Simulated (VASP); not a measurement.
Set up this calculation in VASP 6.6.1, as the native input.

```
Task                   : single point
Functional             : PBEsol
Potentials or basis    : VASP PAW PBE potentials, release 64 (Al, Ga_d, N)
Cutoff                 : 520 eV
k mesh                 : 6 × 8 × 6
Occupations            : gaussian, width 0.02 eV
Spin                   : no spin polarisation
Dipole correction      : no
Further INCAR settings : ALGO = Normal; EDIFF = 1e-06; NBANDS = 41
```

The structure of AlGa3N4 lies in POSCAR:

```
AlGa3N4
1.0
    5.2194864674      0.0000000000      0.0000000000
    0.0000000000      3.2124595720      0.0000000000
   -0.0035080834      0.0000000000      5.4291877720
Al Ga N
1 3 4
Direct
    0.0006034217      0.5000000000      0.6673576242
    0.4991167032      0.5000000000      0.3349195796
    0.4990273850      0.0000000000      0.8315569997
    0.9998617817      0.0000000000      0.1661805294
    0.1196687535      0.5000000000      0.3400974164
    0.1176459792      0.0000000000      0.8263760592
    0.6204436396      0.0000000000      0.1662162867
    0.6312323461      0.5000000000      0.6672965048
```

This cell differs from its parent crystal: biaxial strain in the a-b plane: +1.5 %.

These files were run (other wordings do the same):

INCAR

```
SYSTEM = AlGa3N4
  PREC = Accurate
  ENCUT = 520
  EDIFF = 1E-6
  ISMEAR = 0
  SIGMA = 0.02
  LREAL = .FALSE.
  LASPH = .TRUE.
  NELM = 100
  ALGO = Normal
  ISIF = 2
  LWAVE = .FALSE.
  LCHARG = .TRUE.
  GGA = PS
  LELF = .TRUE.
  LVHAR = .TRUE.
  NBANDS = 41
```

KPOINTS

```
regular mesh
0
G
  6 8 6
  0 0 0
```

Potentials or basis: VASP PAW PBE potentials, release 64 (Al, Ga_d, N).

Launch:

```console
$ cat potpaw_PBE.64/Al/POTCAR potpaw_PBE.64/Ga_d/POTCAR potpaw_PBE.64/N/POTCAR > POTCAR
$ mpirun -np 1 vasp_std > vasp.out
```

It gave:

| Property | Result |
| --- | --- |
| Pressure | -3.8 GPa |
| Largest force | 0.266 eV/Å |
| Band gap on the k mesh | 2.17 eV |

Caveat: the cell differs from its parent crystal (biaxial strain in the a-b plane: +1.5 %); the stress differs along the axes, from -7 to 1 GPa; the PAW data sets were made with another functional, which shifts forces and pressure a little.

Wall time 120 s on 1 thread of Intel(R) Xeon(R) 6975P-C (Granite Rapids), with other jobs on the host, peak memory 0.4 GiB.
